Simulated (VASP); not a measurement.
## Al4Ni3Pd: single point with PBE

Crystal: Al4Ni3Pd.

```
CELL_PARAMETERS angstrom
-2.94429 2.94094 2.95408
2.94405 -2.94112 2.95369
2.94466 2.94141 -2.95397
ATOMIC_POSITIONS crystal
Al 0.49996 0.99990 0.99995
Al 0.00001 0.00001 0.50003
Al 0.50000 0.50006 0.50006
Al 0.00002 0.50000 0.99995
Ni 0.99988 0.49996 0.49988
Ni 0.50009 0.49996 0.00008
Ni 0.50001 0.00005 0.50002
Pd 0.00003 0.00005 0.00003
```

```
Program                : VASP 6.6.1
Task                   : single point
Functional             : PBE
Potentials or basis    : VASP PAW PBE potentials, release 64 (Al, Ni, Pd)
Cutoff                 : 520 eV
k mesh                 : 6 × 6 × 6
Occupations            : gaussian, width 0.2 eV
Spin                   : no spin polarisation
Dipole correction      : no
Further INCAR settings : ALGO = Fast; EDIFF = 1e-06; NBANDS = 36
```

```yaml
Pressure: 0.0 GPa
Band_gap_on_the_k_mesh: zero (bands 26 and 27 overlap by 2.12 eV)
```

Stress tensor (GPa, compression positive):
```
 0.07 -0.01  0.01
-0.01  0.13  0.00
 0.01  0.00 -0.11
```

Levels at points of the mesh, in eV from the Fermi level:
```csv
k point,band 24,band 25,band 26,band 27,band 28,band 29
"(0.00, 0.00, 0.00)",-1.53,-1.14,-1.13,-0.95,1.50,1.52
"(0.50, 0.00, 0.00)",-1.14,-0.62,-0.55,0.95,1.09,2.27
"(0.00, 0.50, 0.00)",-1.14,-0.61,-0.54,0.94,1.08,2.26
"(0.50, 0.50, 0.00)",-1.15,-0.64,-0.57,0.97,1.11,2.30
"(0.00, 0.00, 0.50)",-1.15,-0.64,-0.57,0.97,1.11,2.31
"(0.50, 0.00, 0.50)",-1.14,-0.61,-0.54,0.94,1.08,2.26
"(0.00, 0.50, 0.50)",-1.14,-0.62,-0.55,0.95,1.09,2.27
"(0.50, 0.50, 0.50)",-0.71,-0.69,-0.60,2.10,2.11,2.11
```

Wall time 8.8 min on 1 thread of Intel(R) Xeon(R) Platinum 8259CL CPU @ 2.50GHz (Skylake/Cascade Lake) (shared host), peak memory 0.51 GiB.

Spin polarisation is off, so any magnetic state and its effect on volume and gap are missing.
